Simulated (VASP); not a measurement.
# WS2 (P-3m1) in VASP: further runs

Runs on WS2. Level: PBE+D3(BJ). Tasks: single point.

All numbers are computed with VASP 6.6.1; they aren't measurements. Logs are shortened: lines on timing, memory, paths and dates and some standing lists are left out, and cuts for length are marked.

## Step 1: The cell of the first run

It takes space group P-3m1 (No. 164, trigonal). The conventional cell has a = 3.154 Å, b = 3.154 Å, c = 13.640 Å, α = 90.00°, β = 90.00°, γ = 120.00°. Within 3.2 Å of W (site symmetry 3m) lie 6 S at 2.41 Å and 6 W at 3.15 Å. S (site symmetry 3m) has 3 W at 2.41 Å and 7 S at 3.15 Å within 3.2 Å. Within 3.2 Å of S (site symmetry 3m) lie 3 W at 2.41 Å and 7 S at 3.15 Å.

## Step 2: Single point, PBE+D3(BJ)

INCAR reads:

```
SYSTEM = WS2
  PREC = Accurate
  ENCUT = 520
  EDIFF = 1E-7
  ISMEAR = 0
  SIGMA = 0.05
  LREAL = .False.
  LASPH = .True.
  NELM = 100
  ALGO = Normal
  ISIF = 2
  LWAVE = .False.
  LCHARG = .True.
  GGA = PE
  IVDW = 12
  LELF = .True.
  LVHAR = .True.
  NBANDS = 35
```

KPOINTS reads:

```
regular mesh
0
Gamma
  10 10 3
  0 0 0
```

POSCAR reads:

```
WS2
1.0
   -3.1542061832      0.0000000000      0.0000000000
   -1.5771030916     -2.7316226834      0.0000000000
    0.0000000000      0.0000000000     13.6399091344
W S
2 4
Direct
    0.3333333333      0.3333333333      0.2225071482
    0.6666666667      0.6666666667      0.6675214447
    0.3333333333      0.3333333333      0.5520735402
    0.6666666667      0.6666666667      0.1070592438
    0.3333333333      0.3333333333      0.7829693491
    0.6666666667      0.6666666667      0.3379550527
```

Potentials or basis: VASP PAW PBE potentials, release 64 (W_sv, S).

Launch:

```bash
> cat potpaw_PBE.64/W_sv/POTCAR potpaw_PBE.64/S/POTCAR > POTCAR
> mpirun -np 1 vasp_std > vasp.out
```

OUTCAR:

```text
SYSTEM = WS2
   PREC = Accurate
   ENCUT = 520
   EDIFF = 1E-7
   ISMEAR = 0
   LREAL = .False.
   LASPH = .True.
   NELM = 100
   ISIF = 2
   GGA = PE
   IVDW = 12
 IVDW          = 12

 ion  position               nearest neighbor table
   1  0.333  0.333  0.223-   4 2.41   4 2.41   4 2.41   6 2.41   6 2.41   6 2.41
   2  0.667  0.667  0.668-   5 2.41   5 2.41   5 2.41   3 2.41   3 2.41   3 2.41
   3  0.333  0.333  0.552-   2 2.41   2 2.41   2 2.41
   4  0.667  0.667  0.107-   1 2.41   1 2.41   1 2.41
   5  0.333  0.333  0.783-   2 2.41   2 2.41   2 2.41
   6  0.667  0.667  0.338-   1 2.41   1 2.41   1 2.41

  LATTYP: Found a hexagonal cell.
 ALAT       =     3.1542061832
 C/A-ratio  =     4.3243555881

  Lattice vectors:

 A1 = (   1.5771030916,   2.7316226834,   0.0000000000)
 A2 = (  -3.1542061832,   0.0000000000,   0.0000000000)
 A3 = (   0.0000000000,   0.0000000000,  13.6399091344)

Analysis of symmetry for initial positions (statically):
=====================================================================
 Subroutine PRICEL returns:
 Original cell was already a primitive cell.

 Routine SETGRP: Setting up the symmetry group for a
 hexagonal supercell.

 Subroutine GETGRP returns: Found 12 space group operations
 (whereof  6 operations were pure point group operations)
 out of a pool of 24 trial point group operations.

The static configuration has the point symmetry C_3v.
 The point group associated with its full space group is D_3d.

Analysis of symmetry for dynamics (positions and initial velocities):
=====================================================================
 Subroutine PRICEL returns:
 Original cell was already a primitive cell.

 Routine SETGRP: Setting up the symmetry group for a
 hexagonal supercell.

 Subroutine GETGRP returns: Found 12 space group operations
 (whereof  6 operations were pure point group operations)
 out of a pool of 24 trial point group operations.

The dynamic configuration has the point symmetry C_3v.
 The point group associated with its full space group is D_3d.

 Subroutine INISYM returns: Found 12 space group operations
 (whereof  6 operations are pure point group operations),
 and found     1 'primitive' translations

----------------------------------------------------------------------------------------

                                     Primitive cell

  volume of cell :     117.5228

  direct lattice vectors                    reciprocal lattice vectors
[... 99 lines left out ...]
   IBRION =     -1    ionic relax: 0-MD 1-quasi-New 2-CG
   NFREE  =      0    steps in history (QN), initial steepest desc. (CG)
   ISIF   =      2    stress and relaxation
   ISYM   =      2    0-nonsym 1-usesym 2-fastsym
   POTIM  = 0.5000    time-step for ionic-motion
   TEBEG  =    0.0;   TEEND  =   0.0 temperature during run
   PSTRESS=    0.0 pullay stress
   NELECT =      52.0000    total number of electrons
   NUPDOWN=      -1.0000    fix difference up-down
   EMIN   =  10.00;   EMAX   =-10.00  energy-range for DOS
   EFERMI =   0.00;   METHOD = LEGACY
   ISMEAR =     0;   SIGMA  =   0.05  broadening in eV -4-tet -1-fermi 0-gaus
   EFERMI_NEDOS =   21; number of points for ismear=-14 and -15
   IALGO  =     38    algorithm
   IMIX   =      4    mixing-type and parameters
     AMIX     =   0.40;   BMIX     =  1.00
     AMIX_MAG =   1.60;   BMIX_MAG =  1.00
  volume/ion in A,a.u.               =      19.59       132.18
  Fermi-wavevector in a.u.,A,eV,Ry     =   1.247485  2.357404 21.173629  1.556218
  Thomas-Fermi vector in A             =   2.381615
   LORBIT       =      0    0 simple, 1 ext, 2 COOP (PROOUT), +10 PAW based schemes
   GGA     = PE    functional components
   LHFCALC =     F    Hartree Fock is set to
   AEXX    =    0.0000 exact exchange contribution
   IVDW    =    12    specifies the selected vdW correction
   LEPSILON=     F    determine dielectric tensor
   LRPA    =     F    only Hartree local field effects (RPA)
 non-spin polarized calculation
 Gauss-broadening in eV      SIGMA  =   0.05
  energy-cutoff  :      520.00
  volume of cell :      117.52
 maximum number of plane-waves:      3188
   NGX = 11   NGY = 11   NGZ = 51

 number of electron      51.9999990 magnetization

 Free energy of the ion-electron system (eV)
  ---------------------------------------------------
  ext. energy  EPLUGINS =         0.00000000
  ---------------------------------------------------
  free energy    TOTEN  =       -47.26470654 eV

  energy without entropy =      -47.26470654  energy(sigma->0) =      -47.26470654

 E-fermi :   6.4444     XC(G=0): -10.1799

 val. band max:        6.1243221947   @ k =   0.0000   0.0000   0.0000
 cond. band min:       7.4648944435   @ k =   0.4000   0.2000   0.0000
 fundamental gap:      1.3405722488
 Fermi energy:         6.4444219569

 k-point     1 :       0.0000    0.0000    0.0000
  band No.  band energies     occupation
      1     -68.3250      2.00000
      2     -68.3250      2.00000
      3     -32.5820      2.00000
      4     -32.5820      2.00000
      5     -32.4037      2.00000
      6     -32.4037      2.00000
[... 901 lines left out ...]
     34      10.5658      0.00000
     35      10.7695      0.00000

 [... further k-points ...]

------------------------ aborting loop because EDIFF is reached ----------------------------------------

 Edisp (eV)   -2.36781

 E8    (eV) :    -1.0006

  FORCE on cell =-STRESS in cart. coord.  units (eV):
  Direction    XX          YY          ZZ          XY          YZ          ZX
  --------------------------------------------------------------------------------------
  -------------------------------------------------------------------------------------
  Total       0.08644     0.08644    -0.36496     0.00000    -0.00000     0.00000
  in kB       1.17848     1.17848    -4.97543     0.00000    -0.00000     0.00000
  external pressure =       -0.87 kB  Pullay stress =        0.00 kB

 VOLUME and BASIS-vectors are now :
 -----------------------------------------------------------------------------
  energy-cutoff  :      520.00
  volume of cell :      117.52
      direct lattice vectors                 reciprocal lattice vectors
    -3.154206183  0.000000000  0.000000000    -0.317036979  0.183041385  0.000000000
    -1.577103092 -2.731622683  0.000000000     0.000000000 -0.366082771  0.000000000
     0.000000000  0.000000000 13.639909134     0.000000000  0.000000000  0.073314271

 POSITION                                       TOTAL-FORCE (eV/Angst)
 -----------------------------------------------------------------------------------
     -1.57710     -0.91054      3.03498        -0.000000      0.000000      0.000115
     -3.15421     -1.82108      9.10493         0.000000     -0.000000     -0.000115
     -1.57710     -0.91054      7.53023        -0.000000     -0.000000     -0.012193
     -3.15421     -1.82108      1.46028         0.000000     -0.000000     -0.110324
     -1.57710     -0.91054     10.67963        -0.000000     -0.000000      0.110324
     -3.15421     -1.82108      4.60968         0.000000      0.000000      0.012193
 -----------------------------------------------------------------------------------
    total drift:                                0.000000      0.000000      0.000008

  FREE ENERGIE OF THE ION-ELECTRON SYSTEM (eV)
  ---------------------------------------------------
  free  energy   TOTEN  =       -49.6325175611 eV

  energy  without entropy=      -49.6325175611  energy(sigma->0) =      -49.63251756
```

It took 75 s on 1 thread of Intel Xeon 6975P-C (Granite Rapids), shared host; peak memory 0.3 GiB.

Results:

```yaml
Free_energy: -49.6325 eV
Pressure: -0.1 GPa
Largest_force: 0.110 eV/Å
Band_gap_on_the_k_mesh: 1.34 eV, indirect (least direct gap 2.21 eV)
Dispersion_energy_per_atom: -0.395 eV
```

Forces in eV/Å, atoms in the order of the input:
```
W    0.000  0.000  0.000
W    0.000  0.000  0.000
S    0.000  0.000 -0.012
S    0.000  0.000 -0.110
S    0.000  0.000  0.110
S    0.000  0.000  0.012
```

Levels at points of the mesh, in eV from the valence-band top:
| k point | band 22 | band 23 | band 24 | band 25 | band 26 | band 27 | band 28 | band 29 | band 30 | band 31 |
| --- | --- | --- | --- | --- | --- | --- | --- | --- | --- | --- |
| (0.00, 0.00, 0.00) | -2.01 | -2.01 | -1.91 | -0.91 | 0.00 | 2.46 | 2.46 | 2.49 | 2.49 | 2.57 |
| (0.50, 0.00, 0.00) | -2.64 | -1.75 | -1.62 | -1.49 | -1.38 | 2.50 | 2.53 | 2.83 | 3.03 | 3.38 |

Caveat: spin-orbit coupling is left out, which moves the levels of the heavy elements.

## Step 3: Single point, PBE+D3(BJ)

This run uses another cell than the first one, of 20.31 Å³/atom, 1.037 times its volume.

INCAR reads:

```
SYSTEM = WS2
  PREC = Accurate
  ENCUT = 520
  EDIFF = 1E-6
  ISMEAR = 0
  SIGMA = 0.05
  LREAL = .FALSE.
  LASPH = .TRUE.
  NELM = 80
  ALGO = Normal
  ISIF = 2
  LWAVE = .FALSE.
  LCHARG = .TRUE.
  GGA = PE
  IVDW = 12
  LELF = .TRUE.
  LVHAR = .TRUE.
  NBANDS = 35
```

KPOINTS reads:

```
regular mesh
0
G
  10 10 3
  0 0 0
```

POSCAR reads:

```
WS2
1.0
   -3.1542061832      0.0000000000      0.0000000000
   -1.5771030916     -2.7316226834      0.0000000000
    0.0000000000      0.0000000000     14.1399091344
W S
2 4
Direct
    0.3333333333      0.3333333333      0.2146390938
    0.6666666667      0.6666666667      0.6439172815
    0.3333333333      0.3333333333      0.5325517196
    0.6666666667      0.6666666667      0.1032735319
    0.3333333333      0.3333333333      0.7552828434
    0.6666666667      0.6666666667      0.3260046558
```

Potentials or basis: VASP PAW PBE potentials, release 64 (W_sv, S).

Launch:

```bash
> cat potpaw_PBE.64/W_sv/POTCAR potpaw_PBE.64/S/POTCAR > POTCAR
> mpirun -np 1 vasp_std > vasp.out
```

OUTCAR:

```text
SYSTEM = WS2
   PREC = Accurate
   ENCUT = 520
   EDIFF = 1E-6
   ISMEAR = 0
   LREAL = .FALSE.
   LASPH = .TRUE.
   NELM = 80
   ISIF = 2
   GGA = PE
   IVDW = 12
 IVDW          = 12

 ion  position               nearest neighbor table
   1  0.333  0.333  0.215-   4 2.41   4 2.41   4 2.41   6 2.41   6 2.41   6 2.41
   2  0.667  0.667  0.644-   3 2.41   5 2.41   3 2.41   5 2.41   3 2.41   5 2.41
   3  0.333  0.333  0.533-   2 2.41   2 2.41   2 2.41
   4  0.667  0.667  0.103-   1 2.41   1 2.41   1 2.41
   5  0.333  0.333  0.755-   2 2.41   2 2.41   2 2.41
   6  0.667  0.667  0.326-   1 2.41   1 2.41   1 2.41

  LATTYP: Found a hexagonal cell.
 ALAT       =     3.1542061832
 C/A-ratio  =     4.4828740777

  Lattice vectors:

 A1 = (   1.5771030916,   2.7316226834,   0.0000000000)
 A2 = (  -3.1542061832,   0.0000000000,   0.0000000000)
 A3 = (   0.0000000000,   0.0000000000,  14.1399091344)

Analysis of symmetry for initial positions (statically):
=====================================================================
 Subroutine PRICEL returns:
 Original cell was already a primitive cell.

 Routine SETGRP: Setting up the symmetry group for a
 hexagonal supercell.

 Subroutine GETGRP returns: Found 12 space group operations
 (whereof  6 operations were pure point group operations)
 out of a pool of 24 trial point group operations.

The static configuration has the point symmetry C_3v.
 The point group associated with its full space group is D_3d.

Analysis of symmetry for dynamics (positions and initial velocities):
=====================================================================
 Subroutine PRICEL returns:
 Original cell was already a primitive cell.

 Routine SETGRP: Setting up the symmetry group for a
 hexagonal supercell.

 Subroutine GETGRP returns: Found 12 space group operations
 (whereof  6 operations were pure point group operations)
 out of a pool of 24 trial point group operations.

The dynamic configuration has the point symmetry C_3v.
 The point group associated with its full space group is D_3d.

 Subroutine INISYM returns: Found 12 space group operations
 (whereof  6 operations are pure point group operations),
 and found     1 'primitive' translations

----------------------------------------------------------------------------------------

                                     Primitive cell

  volume of cell :     121.8309

  direct lattice vectors                    reciprocal lattice vectors
    -3.154206183  0.000000000  0.000000000    -0.317036979  0.183041385  0.000000000
    -1.577103092 -2.731622683  0.000000000     0.000000000 -0.366082771  0.000000000
     0.000000000  0.000000000 14.139909134     0.000000000  0.000000000  0.070721812

  length of vectors
     3.154206183  3.154206183 14.139909134     0.366082771  0.366082771  0.070721812

  position of ions in fractional coordinates (direct lattice)
     0.333333333  0.333333333  0.214639094
     0.666666667  0.666666667  0.643917282
     0.333333333  0.333333333  0.532551720
     0.666666667  0.666666667  0.103273532
     0.333333333  0.333333333  0.755282843
     0.666666667  0.666666667  0.326004656

  ion indices of the primitive-cell ions
   primitive index   ion index
                 1           1
                 2           2
                 3           3
                 4           4
                 5           5
[... 32 lines left out ...]
  0.200000  0.000000  0.000000      6.000000
  0.300000  0.000000  0.000000      6.000000
  0.400000  0.000000  0.000000      6.000000
  0.500000  0.000000  0.000000      3.000000
[... 16 lines left out ...]
  0.400000  0.400000  0.333333      6.000000
  0.500000  0.000000  0.333333      6.000000
 [... further k-points ...]
   k-points           NKPTS =     36   k-points in BZ     NKDIM =     36   number of bands    NBANDS=     35
   number of dos      NEDOS =    301   number of ions     NIONS =      6
   total plane-waves  NPLWV =  62208
   dimension x,y,z NGX =    24 NGY =   24 NGZ =  108
   dimension x,y,z NGXF=    48 NGYF=   48 NGZF=  216
   ions per type =               2   4
   NGX,Y,Z   is equivalent  to a cutoff of  12.65, 12.65, 12.70 a.u.
   NGXF,Y,Z  is equivalent  to a cutoff of  25.30, 25.30, 25.40 a.u.
 SYSTEM =  WS2
   PREC   = accura    normal or accurate (medium, high low for compatibility)
   ISTART =      0    job   : 0-new  1-cont  2-samecut
   ICHARG =      2    charge: 1-file 2-atom 10-const
   ISPIN  =      1    spin polarized calculation?
   LNONCOLLINEAR =      F non collinear calculations
   LSORBIT =      F    spin-orbit coupling
   LASPH  =      T    aspherical Exc in radial PAW
   ENCUT  =  520.0 eV  38.22 Ry    6.18 a.u.   5.86  5.86 26.29*2*pi/ulx,y,z
   NELM   =     80;   NELMIN=  2; NELMDL= -5     # of ELM steps
   EDIFF  = 0.1E-05   stopping-criterion for ELM
   LREAL  =      F    real-space projection
   EDIFFG = 0.1E-04   stopping-criterion for IOM
   NSW    =      0    number of steps for IOM
   IBRION =     -1    ionic relax: 0-MD 1-quasi-New 2-CG
   NFREE  =      0    steps in history (QN), initial steepest desc. (CG)
   ISIF   =      2    stress and relaxation
   ISYM   =      2    0-nonsym 1-usesym 2-fastsym
   POTIM  = 0.5000    time-step for ionic-motion
   TEBEG  =    0.0;   TEEND  =   0.0 temperature during run
   PSTRESS=    0.0 pullay stress
   NELECT =      52.0000    total number of electrons
   NUPDOWN=      -1.0000    fix difference up-down
   EMIN   =  10.00;   EMAX   =-10.00  energy-range for DOS
   EFERMI =   0.00;   METHOD = LEGACY
   ISMEAR =     0;   SIGMA  =   0.05  broadening in eV -4-tet -1-fermi 0-gaus
   EFERMI_NEDOS =   21; number of points for ismear=-14 and -15
   IALGO  =     38    algorithm
   IMIX   =      4    mixing-type and parameters
     AMIX     =   0.40;   BMIX     =  1.00
     AMIX_MAG =   1.60;   BMIX_MAG =  1.00
  volume/ion in A,a.u.               =      20.31       137.03
  Fermi-wavevector in a.u.,A,eV,Ry     =   1.232604  2.329283 20.671494  1.519312
  Thomas-Fermi vector in A             =   2.367367
   LORBIT       =      0    0 simple, 1 ext, 2 COOP (PROOUT), +10 PAW based schemes
   GGA     = PE    functional components
   LHFCALC =     F    Hartree Fock is set to
   AEXX    =    0.0000 exact exchange contribution
   IVDW    =    12    specifies the selected vdW correction
   LEPSILON=     F    determine dielectric tensor
   LRPA    =     F    only Hartree local field effects (RPA)
 non-spin polarized calculation
 Gauss-broadening in eV      SIGMA  =   0.05
  energy-cutoff  :      520.00
  volume of cell :      121.83
 maximum number of plane-waves:      3304
   NGX = 11   NGY = 11   NGZ = 53

 number of electron      51.9999994 magnetization

 Free energy of the ion-electron system (eV)
  ---------------------------------------------------
  ext. energy  EPLUGINS =         0.00000000
  ---------------------------------------------------
  free energy    TOTEN  =       -47.26354179 eV

  energy without entropy =      -47.26354179  energy(sigma->0) =      -47.26354179

 E-fermi :   6.0406     XC(G=0):  -9.8972

 val. band max:        5.7055075867   @ k =   0.0000   0.0000   0.0000
 cond. band min:       7.0881593388   @ k =   0.4000   0.2000   0.0000
 fundamental gap:      1.3826517521
 Fermi energy:         6.0405734180

 k-point     1 :       0.0000    0.0000    0.0000
  band No.  band energies     occupation
      1     -68.7264      2.00000
      2     -68.7264      2.00000
      3     -32.9834      2.00000
      4     -32.9833      2.00000
      5     -32.8050      2.00000
      6     -32.8050      2.00000
[... 901 lines left out ...]
     34      10.1682      0.00000
     35      10.3650      0.00000

 [... further k-points ...]

------------------------ aborting loop because EDIFF is reached ----------------------------------------

 Edisp (eV)   -2.32888

 E8    (eV) :    -0.9882

  FORCE on cell =-STRESS in cart. coord.  units (eV):
  Direction    XX          YY          ZZ          XY          YZ          ZX
  --------------------------------------------------------------------------------------
  -------------------------------------------------------------------------------------
  Total       0.12667     0.12667    -0.21434     0.00000    -0.00000     0.00000
  in kB       1.66578     1.66578    -2.81872     0.00000    -0.00000     0.00000
  external pressure =        0.17 kB  Pullay stress =        0.00 kB

 VOLUME and BASIS-vectors are now :
 -----------------------------------------------------------------------------
  energy-cutoff  :      520.00
  volume of cell :      121.83
      direct lattice vectors                 reciprocal lattice vectors
    -3.154206183  0.000000000  0.000000000    -0.317036979  0.183041385  0.000000000
    -1.577103092 -2.731622683  0.000000000     0.000000000 -0.366082771  0.000000000
     0.000000000  0.000000000 14.139909134     0.000000000  0.000000000  0.070721812

 POSITION                                       TOTAL-FORCE (eV/Angst)
 -----------------------------------------------------------------------------------
     -1.57710     -0.91054      3.03498        -0.000000     -0.000000      0.007848
     -3.15421     -1.82108      9.10493         0.000000      0.000000     -0.007848
     -1.57710     -0.91054      7.53023        -0.000000     -0.000000     -0.012702
     -3.15421     -1.82108      1.46028         0.000000      0.000000     -0.091570
     -1.57710     -0.91054     10.67963        -0.000000     -0.000000      0.091570
     -3.15421     -1.82108      4.60968         0.000000      0.000000      0.012702
 -----------------------------------------------------------------------------------
    total drift:                                0.000000      0.000000      0.000044

  FREE ENERGIE OF THE ION-ELECTRON SYSTEM (eV)
  ---------------------------------------------------
  free  energy   TOTEN  =       -49.5924177618 eV

  energy  without entropy=      -49.5924177618  energy(sigma->0) =      -49.59241776
```

It took 2.2 min on 1 thread of Intel Xeon 6975P-C, shared host; peak memory 0.31 GiB.

Results:

```
Free energy                : -49.5924 eV
Pressure                   : 0.0 GPa
Largest force              : 0.092 eV/Å
Band gap on the k mesh     : 1.38 eV, indirect (least direct gap 2.21 eV)
Dispersion energy per atom : -0.388 eV
```

Forces in eV/Å, atoms in the order of the input:
```
W    0.000  0.000  0.008
W    0.000  0.000 -0.008
S    0.000  0.000 -0.013
S    0.000  0.000 -0.092
S    0.000  0.000  0.092
S    0.000  0.000  0.013
```

Caveat: spin-orbit coupling is left out, which moves the levels of the heavy elements. As with any semilocal functional, this PBE gap is likely too small.

(Part 1 of 2 ends here.)
